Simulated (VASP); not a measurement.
Write the native input for VASP 6.6.1 that does the following.

```
Task                   : single point
Functional             : r2SCAN
Potentials or basis    : VASP PAW PBE potentials, release 64 (Cd, S)
Cutoff                 : 520 eV
k mesh                 : 8 × 8 × 8
Occupations            : fermi-dirac, width 0.02 eV
Spin                   : no spin polarisation
Dipole correction      : no
Further INCAR settings : ALGO = Normal; EDIFF = 1e-06; NBANDS = 16
```

Crystal: CdS (Hawleyite).

```
CELL_PARAMETERS angstrom
0.00000 2.93990 2.93990
2.93990 0.00000 2.93990
2.93990 2.93990 0.00000
ATOMIC_POSITIONS crystal
Cd 0.00000 0.00000 0.00000
S 0.25000 0.25000 0.25000
```

The input as run:

POSCAR

```
CdS
1.0
    0.0000000000      2.9399046300      2.9399046300
    2.9399046300      0.0000000000      2.9399046300
    2.9399046300      2.9399046300      0.0000000000
Cd S
1 1
Direct
    0.0000000000      0.0000000000      0.0000000000
    0.2500000000      0.2500000000      0.2500000000
```

INCAR.step1

```
PREC = Accurate
ENCUT = 520
ISMEAR = -1
SIGMA = 0.02
LREAL = False
LASPH = True
NELM = 60
NBANDS = 16
GGA = PE
ALGO = Normal
EDIFF = 1E-4
LWAVE = True
LCHARG = False
```

INCAR.step2

```
PREC = Accurate
ENCUT = 520
EDIFF = 1E-6
ISMEAR = -1
SIGMA = 0.02
LREAL = False
LASPH = True
NELM = 60
ALGO = Normal
ISIF = 2
LWAVE = False
LCHARG = True
METAGGA = R2SCAN
LMIXTAU = True
LELF = True
LVHAR = True
NBANDS = 16
ISTART = 1
```

KPOINTS

```
Automatic mesh
0
Gamma
  8 8 8
```

Potentials or basis: VASP PAW PBE potentials, release 64 (Cd, S).

The run is started by

```sh
$ cat potpaw_PBE.64/Cd/POTCAR potpaw_PBE.64/S/POTCAR > POTCAR
$ cp INCAR.step1 INCAR
$ mpirun -np 1 vasp_std > vasp.out
$ cp INCAR.step2 INCAR
$ mpirun -np 1 vasp_std > vasp.out
```

Results of the run:

```yaml
Pressure: 0.2 GPa
Band_gap_on_the_k_mesh: 1.54 eV, direct
```

Caveat: the PAW data sets were made with another functional, which shifts forces and pressure a little.

Run time: 68 s on 1 thread of Intel Xeon 6975P-C, on a shared host, peak memory 0.19 GiB.
